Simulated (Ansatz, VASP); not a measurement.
Two plane-wave programs on WF2

File INCAR:

```
SYSTEM = WF2
PREC     = Accurate       ! precision mode
ENCUT    = 520            ! plane-wave cutoff, eV
EDIFF    = 1E-7           ! SCF threshold, eV
ISMEAR   = 0              ! smearing method
SIGMA    = 0.05           ! smearing width, eV
LREAL    = .FALSE.        ! projectors in reciprocal space
LASPH    = .TRUE.         ! aspherical terms in the spheres
NELM     = 150            ! most SCF steps
ALGO     = Fast           ! electronic algorithm
ISIF     = 2              ! what is computed and relaxed
LWAVE    = .FALSE.        ! write WAVECAR
LCHARG   = .FALSE.        ! write CHGCAR
ISPIN    = 2              ! spin polarisation
MAGMOM   = 1 -1 0 0 0 0   ! initial moments
LORBIT   = 11             ! projections on sites
LMAXMIX  = 4              ! l up to which the mixer works
LDAU     = .TRUE.         ! DFT+U
LDAUTYPE = 2            
LDAUL    = 2 -1           ! shell
LDAUU    = 1 0            ! U, eV
LDAUJ    = 0 0          
LDAUPRINT= 1            
GGA      = PE             ! functional
NBANDS   = 41             ! bands
```

KPOINTS

```
regular mesh
0
G
  6 6 14
  0 0 0
```

The input POSCAR:

```
WF2
1.0
    5.8785241942      0.0000000000      0.0000000000
    0.0000000000      5.8785241942      0.0000000000
    0.0000000000      0.0000000000      2.4769626272
W F
2 4
Direct
    0.0000000000      0.0000000000      0.0000000000
    0.5000000000      0.5000000000      0.5000000000
    0.2463486675      0.2463486675      0.0000000000
    0.7536513325      0.7536513325      0.0000000000
    0.7463486675      0.2536513325      0.5000000000
    0.2536513325      0.7463486675      0.5000000000
```

Input for Ansatz:

```yaml
crystal:
  lattice:
    - [5.878524182, 0.0, 0.0]
    - [0.0, 5.878524182, 0.0]
    - [0.0, 0.0, 2.4769626352]
  atoms:
    - { symbol: W, position: [0.0, 0.0, 0.0], spin: 1.0 }
    - { symbol: W, position: [0.5, 0.5, 0.5], spin: -1.0 }
    - { symbol: F, position: [0.2463486684, 0.2463486684, 0.0] }
    - { symbol: F, position: [0.7536513316, 0.7536513316, 0.0] }
    - { symbol: F, position: [0.7463486684, 0.2536513316, 0.5] }
    - { symbol: F, position: [0.2536513316, 0.7463486684, 0.5] }
basis:
  ecutwfc: 420
kpoints:
  mp_grid: { grid: [6, 6, 14] }
hamiltonian:
  xc: pbe
  hubbard: { sites: [{ species: W, l: d, u_eff: 1.0 }] }
scf:
  occupations: { method: gaussian, width: 0.05 }
output:
  forces: true
  stress: true
  eigenvalues: true
  populations: true
magnetization:
  spin_polarized: true
```

Alike in both runs: task single point; functional PBE; k mesh 6 × 6 × 14; occupations gaussian, width 0.05 eV; collinear spin; Hubbard terms W d U = 1.0 eV.

|  | VASP | Ansatz |
| --- | --- | --- |
| version | VASP 6.6.1 | Ansatz 0.2.0 |
| potentials or method | VASP PAW PBE potentials, release 64 (W_sv, F), cutoff 520 eV | scalar-relativistic, plane waves, PAW |
| valence electrons in the cell | 56 | 56 |

```tsv
	VASP	Ansatz	Ansatz less VASP
gap on the k mesh at the Fermi level (eV)	none	none	-
pressure (GPa)	3.8	2.6	-1.25
traceless stress, the component that is largest in VASP (GPa)	4.75	4.49	-0.263
rms of the force components (eV/Å)	0.309	0.250	-0.0597
net moment per atom (μB)	0.00	0.00	0.000
size of the moment on the site where the two differ most (μB)	0.92	0.54	-0.372
```

Site moments also hang on the region over which each program counts them. The programs project onto different local orbitals, so the same U acts differently, and such runs can settle in different states. Atom by atom the forces differ by 0.060 eV/Å (rms over components). A gap of «none» marks a metal or a gap that the smearing closes. Ansatz's warnings: filled band counts differ across k points.

Spin-orbit coupling is off throughout.
